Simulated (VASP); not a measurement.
BiB:

```xyz
2
Lattice="0.0000 3.5359 3.3313 1.9585 0.0000 3.3313 1.9585 3.5359 0.0000" Properties=species:S:1:pos:R:3 pbc="T T T"
B     1.9585    3.5359    0.0037
Bi    1.9585    3.5359    4.4383
```

- Program: VASP 6.6.1
- Task: relaxation of cell and atoms
- Functional: PBE
- Dispersion: D3(BJ)
- Potentials or basis: VASP PAW PBE potentials, release 64 (B, Bi_d)
- Cutoff: 600 eV
- k mesh: 12 × 12 × 12
- Occupations: gaussian, width 0.01 eV
- Spin: no spin polarisation

At the start: pressure -0.2 GPa; volume 23.07 Å³/atom.

Question: How do energy, volume and symmetry change on relaxing?

Answer: Over 23 steps the energy falls by 2.8 meV/atom and the volume is 23.87 Å³/atom (+3.5 %); space group Fmm2 (No. 42, to 0.1 Å) before and after.

Step by step:
```
step  energy change (eV)  largest force (eV/Å)  pressure (GPa)  volume (Å³)
   1              0.0000                0.0402           -0.18        46.14
   2             -0.0016                0.0701            0.47        45.97
   3             -0.0017                0.0526            0.37        45.99
   4             -0.0030                0.0226            0.50        46.25
   5             -0.0034                0.0529            0.55        46.46
   6             -0.0036                0.1366            0.61        46.88
   7             -0.0037                0.1040            0.59        46.71
   8             -0.0047                0.0668            0.39        47.06
   9             -0.0054                0.0019           -0.30        48.09
  10             -0.0056                0.0228           -0.05        47.71
  11             -0.0056                0.0199           -0.01        47.73
  12             -0.0055                0.0081           -0.12        47.91
  13             -0.0056                0.0143           -0.10        47.81
  14             -0.0056                0.0176           -0.07        47.77
  15             -0.0056                0.0193           -0.08        47.75
  16             -0.0056                0.0068           -0.04        47.74
  17             -0.0056                0.0031           -0.01        47.74
  18             -0.0056                0.0002           -0.02        47.74
  19             -0.0056                0.0030           -0.02        47.74
  20             -0.0056                0.0007           -0.01        47.74
  21             -0.0056                0.0017           -0.01        47.74
  22             -0.0056                0.0017           -0.01        47.74
  23             -0.0056                0.0033            0.00        47.73
```

Final structure:
```
B Bi
1.0
     0.00000    3.69367    3.32073
     1.94578    0.00000    3.32073
     1.94578    3.69367    0.00000
B Bi
1 1
Direct
  0.00046 0.00046 0.99954
  0.66624 0.66624 0.33376
```
